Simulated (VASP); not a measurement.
# NaF in VASP: a series of runs

NaF is run at these levels: PBEsol; tasks: single point.

Everything below comes from runs of VASP 6.6.1. Logs are shortened: lines on timing, memory, paths and dates and some standing lists are left out, and cuts for length are marked.

### Step 1. The cell of the first run

The structure is tetragonal, space group I4/mmm (No. 139). Conventional cell: a = 3.274 Å, b = 3.274 Å, c = 4.653 Å, α = 90.00°, β = 90.00°, γ = 90.00°. Na (site symmetry 4/mmm) has 6 F at 2.32 to 2.33 Å within 3.1 Å. Within 3.1 Å of F (site symmetry 4/mmm) lie 6 Na at 2.32 to 2.33 Å.

### Step 2. Single point, PBEsol (z stretched by +0.5 %, x and y held)

Input file INCAR:

```
SYSTEM = NaF
PREC     = Accurate       ! precision mode
ENCUT    = 520            ! plane-wave cutoff, eV
EDIFF    = 1E-7           ! SCF threshold, eV
ISMEAR   = 0              ! smearing method
SIGMA    = 0.01           ! smearing width, eV
LREAL    = .False.        ! projectors in reciprocal space
LASPH    = .True.         ! aspherical terms in the spheres
NELM     = 100            ! most SCF steps
ALGO     = Normal         ! electronic algorithm
ISIF     = 2              ! what is computed and relaxed
LWAVE    = .False.        ! write WAVECAR
LCHARG   = .False.        ! write CHGCAR
GGA      = PS             ! functional
NBANDS   = 14             ! bands
```

Input file KPOINTS:

```
regular mesh
0
Gamma
  10 10 10
  0 0 0
```

Input file POSCAR:

```
NaF
1.0
    0.0000000000      2.3150981336      2.3266736243
    2.3150981336      0.0000000000      2.3266736243
    2.3150981336      2.3150981336      0.0000000000
Na F
1 1
Direct
    0.0000000000      0.0000000000      0.0000000000
    0.5000000000      0.5000000000      0.5000000000
```

Potentials or basis: VASP PAW PBE potentials, release 64 (Na_pv, F).

Started as:

```sh
$ cat potpaw_PBE.64/Na_pv/POTCAR potpaw_PBE.64/F/POTCAR > POTCAR
$ mpirun -np 1 vasp_std > vasp.out
```

OUTCAR:

```text
SYSTEM = NaF
   PREC = Accurate
   ENCUT = 520
   EDIFF = 1E-7
   ISMEAR = 0
   LREAL = .False.
   LASPH = .True.
   NELM = 100
   ISIF = 2
   GGA = PS

 ion  position               nearest neighbor table
   1  0.000  0.000  0.000-   2 2.32   2 2.32   2 2.32   2 2.32   2 2.33   2 2.33
   2  0.500  0.500  0.500-   1 2.32   1 2.32   1 2.32   1 2.32   1 2.33   1 2.33

  LATTYP: Found a body centered tetragonal cell.
 ALAT       =     3.2740431788
 C/A-ratio  =     1.4212846302

  Lattice vectors:

 A1 = (  -2.3150981336,   0.0000000000,   2.3266736243)
 A2 = (   2.3150981336,   0.0000000000,   2.3266736243)
 A3 = (   0.0000000000,   2.3150981336,  -2.3266736243)

Analysis of symmetry for initial positions (statically):
=====================================================================
 Subroutine PRICEL returns:
 Original cell was already a primitive cell.

 Routine SETGRP: Setting up the symmetry group for a
 body centered tetragonal supercell.

 Subroutine GETGRP returns: Found 16 space group operations
 (whereof 16 operations were pure point group operations)
 out of a pool of 16 trial point group operations.

The static configuration has the point symmetry D_4h.

Analysis of symmetry for dynamics (positions and initial velocities):
=====================================================================
 Subroutine PRICEL returns:
 Original cell was already a primitive cell.

 Routine SETGRP: Setting up the symmetry group for a
 body centered tetragonal supercell.

 Subroutine GETGRP returns: Found 16 space group operations
 (whereof 16 operations were pure point group operations)
 out of a pool of 16 trial point group operations.

The dynamic configuration has the point symmetry D_4h.

 Subroutine INISYM returns: Found 16 space group operations
 (whereof 16 operations are pure point group operations),
 and found     1 'primitive' translations

----------------------------------------------------------------------------------------

                                     Primitive cell

  volume of cell :      24.9404

  direct lattice vectors                    reciprocal lattice vectors
     0.000000000  2.315098134  2.326673624    -0.215973566  0.215973566  0.214899071
     2.315098134  0.000000000  2.326673624     0.215973566 -0.215973566  0.214899071
     2.315098134  2.315098134  0.000000000     0.215973566  0.215973566 -0.214899071

  length of vectors
     3.282238493  3.282238493  3.274043179     0.373457860  0.373457860  0.373457860

  position of ions in fractional coordinates (direct lattice)
     0.000000000  0.000000000  0.000000000
     0.500000000  0.500000000  0.500000000

  ion indices of the primitive-cell ions
   primitive index   ion index
                 1           1
                 2           2

----------------------------------------------------------------------------------------

 KPOINTS: regular mesh

Automatic generation of k-mesh.
 Grid dimensions read from file:
 generate k-points for:   10   10   10

 Generating k-lattice:

  Cartesian coordinates                     Fractional coordinates (reciprocal lattice)
    -0.021597357  0.021597357  0.021489907     0.100000000 -0.000000000  0.000000000
     0.021597357 -0.021597357  0.021489907    -0.000000000  0.100000000  0.000000000
     0.021597357  0.021597357 -0.021489907     0.000000000  0.000000000  0.100000000

  Length of vectors
     0.037345786  0.037345786  0.037345786

  Shift w.r.t. Gamma in fractional coordinates (k-lattice)
     0.000000000  0.000000000  0.000000000

 Subroutine IBZKPT returns following result:
 ===========================================

 Found    102 irreducible k-points:

 Following reciprocal coordinates:
            Coordinates               Weight
  0.000000  0.000000  0.000000      1.000000
  0.100000  0.000000  0.000000      8.000000
  0.200000  0.000000  0.000000      8.000000
  0.300000  0.000000  0.000000      8.000000
  0.400000 -0.000000  0.000000      8.000000
  0.500000 -0.000000  0.000000      4.000000
[... 16 lines left out ...]
  0.300000  0.300000  0.000000      2.000000
  0.400000  0.300000  0.000000      8.000000
 [... further k-points ...]
   k-points           NKPTS =    102   k-points in BZ     NKDIM =    102   number of bands    NBANDS=     14
   number of dos      NEDOS =    301   number of ions     NIONS =      2
   total plane-waves  NPLWV =  13824
   dimension x,y,z NGX =    24 NGY =   24 NGZ =   24
   dimension x,y,z NGXF=    48 NGYF=   48 NGZF=   48
   ions per type =               1   1
   NGX,Y,Z   is equivalent  to a cutoff of  12.16, 12.16, 12.19 a.u.
   NGXF,Y,Z  is equivalent  to a cutoff of  24.31, 24.31, 24.37 a.u.
 SYSTEM =  NaF
   PREC   = accura    normal or accurate (medium, high low for compatibility)
   ISTART =      0    job   : 0-new  1-cont  2-samecut
   ICHARG =      2    charge: 1-file 2-atom 10-const
   ISPIN  =      1    spin polarized calculation?
   LNONCOLLINEAR =      F non collinear calculations
   LSORBIT =      F    spin-orbit coupling
   LASPH  =      T    aspherical Exc in radial PAW
   ENCUT  =  520.0 eV  38.22 Ry    6.18 a.u.   6.10  6.10  6.09*2*pi/ulx,y,z
   NELM   =    100;   NELMIN=  2; NELMDL= -5     # of ELM steps
   EDIFF  = 0.1E-06   stopping-criterion for ELM
   LREAL  =      F    real-space projection
   EDIFFG = 0.1E-05   stopping-criterion for IOM
   NSW    =      0    number of steps for IOM
   IBRION =     -1    ionic relax: 0-MD 1-quasi-New 2-CG
   NFREE  =      0    steps in history (QN), initial steepest desc. (CG)
   ISIF   =      2    stress and relaxation
   ISYM   =      2    0-nonsym 1-usesym 2-fastsym
   POTIM  = 0.5000    time-step for ionic-motion
   TEBEG  =    0.0;   TEEND  =   0.0 temperature during run
   PSTRESS=    0.0 pullay stress
   NELECT =      14.0000    total number of electrons
   NUPDOWN=      -1.0000    fix difference up-down
   EMIN   =  10.00;   EMAX   =-10.00  energy-range for DOS
   EFERMI =   0.00;   METHOD = LEGACY
   ISMEAR =     0;   SIGMA  =   0.01  broadening in eV -4-tet -1-fermi 0-gaus
   EFERMI_NEDOS =   21; number of points for ismear=-14 and -15
   IALGO  =     38    algorithm
   IMIX   =      4    mixing-type and parameters
     AMIX     =   0.40;   BMIX     =  1.00
     AMIX_MAG =   1.60;   BMIX_MAG =  1.00
  volume/ion in A,a.u.               =      12.47        84.15
  Fermi-wavevector in a.u.,A,eV,Ry     =   1.350463  2.552005 24.813637  1.823751
  Thomas-Fermi vector in A             =   2.477966
   LORBIT       =      0    0 simple, 1 ext, 2 COOP (PROOUT), +10 PAW based schemes
   GGA     = PS    functional components
   LHFCALC =     F    Hartree Fock is set to
   AEXX    =    0.0000 exact exchange contribution
   IVDW    =     0    specifies the selected vdW correction
   LEPSILON=     F    determine dielectric tensor
   LRPA    =     F    only Hartree local field effects (RPA)
 non-spin polarized calculation
 Gauss-broadening in eV      SIGMA  =   0.01
  energy-cutoff  :      520.00
  volume of cell :       24.94
 maximum number of plane-waves:       692
   NGX = 13   NGY = 13   NGZ = 13

 number of electron      13.9999982 magnetization

 Free energy of the ion-electron system (eV)
  ---------------------------------------------------
  ext. energy  EPLUGINS =         0.00000000
  ---------------------------------------------------
  free energy    TOTEN  =        -8.76871724 eV

  energy without entropy =       -8.76871724  energy(sigma->0) =       -8.76871724

 E-fermi :  -2.0896     XC(G=0):  -9.3211

 val. band max:       -2.1873115284   @ k =   0.0000   0.0000   0.0000
 cond. band min:       3.9608935516   @ k =   0.0000   0.0000   0.0000
 fundamental gap:      6.1482050800
 Fermi energy:        -2.0895608288

 k-point     1 :       0.0000    0.0000    0.0000
  band No.  band energies     occupation
      1     -21.2397      2.00000
      2     -20.9650      2.00000
      3     -20.9634      2.00000
      4     -20.9634      2.00000
      5      -2.1876      2.00000
      6      -2.1876      2.00000
      7      -2.1873      2.00000
      8       3.9609      0.00000
      9      16.6146      0.00000
     10      16.6509      0.00000
     11      16.6509      0.00000
     12      19.3171      0.00000
     13      21.6287      0.00000
     14      21.7727      0.00000

 k-point     2 :       0.1000    0.0000    0.0000
  band No.  band energies     occupation
      1     -21.3794      2.00000
      2     -20.9658      2.00000
      3     -20.9646      2.00000
      4     -20.8115      2.00000
      5      -2.3886      2.00000
      6      -2.2127      2.00000
      7      -2.2124      2.00000
      8       4.3211      0.00000
      9      15.3195      0.00000
     10      16.7807      0.00000
     11      16.8078      0.00000
     12      20.7913      0.00000
     13      21.2210      0.00000
     14      21.3536      0.00000

 k-point     3 :       0.2000    0.0000    0.0000
  band No.  band energies     occupation
      1     -21.5702      2.00000
      2     -20.9691      2.00000
      3     -20.9675      2.00000
      4     -20.5849      2.00000
      5      -2.8496      2.00000
      6      -2.2783      2.00000
      7      -2.2770      2.00000
      8       5.2454      0.00000
      9      13.5513      0.00000
     10      17.1651      0.00000
     11      17.2035      0.00000
     12      20.6002      0.00000
     13      20.7146      0.00000
     14      22.0076      0.00000
[... 324 lines left out ...]
 k-point    23 :       0.3000    0.3000    0.0000
  band No.  band energies     occupation
      1     -21.5017      2.00000
      2     -20.9982      2.00000
      3     -20.9982      2.00000
      4     -20.5967      2.00000
      5      -3.2682      2.00000
      6      -2.4616      2.00000
      7      -2.4616      2.00000
      8       7.2195      0.00000
      9      12.0172      0.00000
     10      15.4819      0.00000
     11      17.2076      0.00000
     12      17.2076      0.00000
     13      23.3152      0.00000
     14      24.0150      0.00000

 k-point    24 :       0.4000    0.3000    0.0000
  band No.  band energies     occupation
      1     -21.4775      2.00000
      2     -21.0128      2.00000
      3     -21.0035      2.00000
      4     -20.6026      2.00000
      5      -3.3824      2.00000
      6      -2.5716      2.00000
      7      -2.5135      2.00000
      8       8.2164      0.00000
      9      11.4754      0.00000
     10      14.3616      0.00000
     11      17.2924      0.00000
     12      17.3384      0.00000
     13      23.0880      0.00000
     14      24.3812      0.00000

 [... further k-points ...]

------------------------ aborting loop because EDIFF is reached ----------------------------------------

  FORCE on cell =-STRESS in cart. coord.  units (eV):
  Direction    XX          YY          ZZ          XY          YZ          ZX
  --------------------------------------------------------------------------------------
  -------------------------------------------------------------------------------------
  Total       -0.0227321     -0.0227321     -0.0841639      0.0000000      0.0000000     -0.0000000
  in kB       -1.4603116     -1.4603116     -5.4067015      0.0000000      0.0000000     -0.0000000
  external PRESSURE =      -2.7757749 kB  Pullay stress =       0.0000000 kB

 VOLUME and BASIS-vectors are now :
 -----------------------------------------------------------------------------
  energy-cutoff  :      520.00
  volume of cell :       24.94
      direct lattice vectors                 reciprocal lattice vectors
     0.000000000  2.315098134  2.326673624    -0.215973566  0.215973566  0.214899071
     2.315098134  0.000000000  2.326673624     0.215973566 -0.215973566  0.214899071
     2.315098134  2.315098134  0.000000000     0.215973566  0.215973566 -0.214899071

 POSITION                                       TOTAL-FORCE (eV/Angst)
 -----------------------------------------------------------------------------------
      0.00000      0.00000      0.00000         0.000000      0.000000      0.000000
      2.31510      2.31510      2.32667         0.000000     -0.000000      0.000000
 -----------------------------------------------------------------------------------
    total drift:                                0.000000     -0.000000      0.000000

  FREE ENERGIE OF THE ION-ELECTRON SYSTEM (eV)
  ---------------------------------------------------
  free  energy   TOTEN  =        -8.7687172400 eV

  energy  without entropy=       -8.7687172400  energy(sigma->0) =       -8.76871724
```

Run time: 31 s. Hardware: 1 thread of Intel Xeon 8259CL, shared host; peak memory 0.15 GiB.

Results:

* Free energy: -8.7687 eV
* Pressure: -0.3 GPa
* Band gap on the k mesh: 6.15 eV

Stress tensor (GPa, compression positive):
```
-0.15  0.00  0.00
 0.00 -0.15  0.00
 0.00  0.00 -0.54
```

Caveat: the cell differs from its parent crystal (z stretched by +0.5 %, x and y held); the PAW data sets were made with another functional, which shifts forces and pressure a little. A k mesh can miss the band edges.

(Part 1 of 3 ends here.)
